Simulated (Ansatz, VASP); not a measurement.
# One calculation of AlP, two programs

Contents of INCAR:

```
SYSTEM = AlP
  ALGO = Normal
  EDIFF = 1E-6
  ENCUT = 500
  GGA = CA
  GGA_COMPAT = .FALSE.
  ISIF = 2
  ISMEAR = -1
  LASPH = .TRUE.
  LCHARG = .FALSE.
  LREAL = .FALSE.
  LWAVE = .FALSE.
  NBANDS = 11
  NELM = 120
  PREC = Accurate
  SIGMA = 0.05
```

Contents of KPOINTS:

```
k-points
0
G
  12 12 12
  0 0 0
```

File POSCAR:

```
AlP
1.0
    0.0000000000      2.6033366665      2.6033366665
    2.6033366665      0.0000000000      2.6033366665
    2.6033366665      2.6033366665      0.0000000000
Al P
1 1
Direct
    0.0000000000      0.0000000000      0.0000000000
    0.2500000000      0.2500000000      0.2500000000
```

Input for Ansatz:

```yaml
crystal:
  lattice:
    - [0.0, 2.6033366665, 2.6033366665]
    - [2.6033366665, 0.0, 2.6033366665]
    - [2.6033366665, 2.6033366665, 0.0]
  atoms:
    - { symbol: Al, position: [0.0, 0.0, 0.0] }
    - { symbol: P, position: [0.25, 0.25, 0.25] }
kpoints:
  mp_grid: { grid: [12, 12, 12] }
scf:
  occupations: { method: fermi_dirac, width: 0.05 }
hamiltonian:
  xc: lda
  pseudopotentials: { kind: all_electron, lapw: { basis_error: 0.001 } }
output:
  forces: true
  stress: true
  eigenvalues: true
  populations: true
```

Change from the starting cell: volume scaled by 0.88, LAPW.

Alike in both runs: task single point; functional LDA; k mesh 12 × 12 × 12; occupations fermi-dirac, width 0.05 eV; no spin polarisation.

|  | VASP | Ansatz |
| --- | --- | --- |
| version | VASP 6.6.1 | Ansatz 0.2.0 |
| potentials or method | VASP PAW LDA potentials, release 64 (Al, P), cutoff 500 eV | all-electron LAPW, scalar-relativistic |

Ansatz gave:

| Item | Value |
| --- | --- |
| pressure (GPa) | 14.9 |

Q: Which values does VASP return?

A: Pressure (GPa): 15.1.

LDA's correlation is that of Perdew and Zunger in VASP and of Perdew and Wang (1992) in Ansatz. Ansatz ran all-electron here, and VASP with PAW potentials.
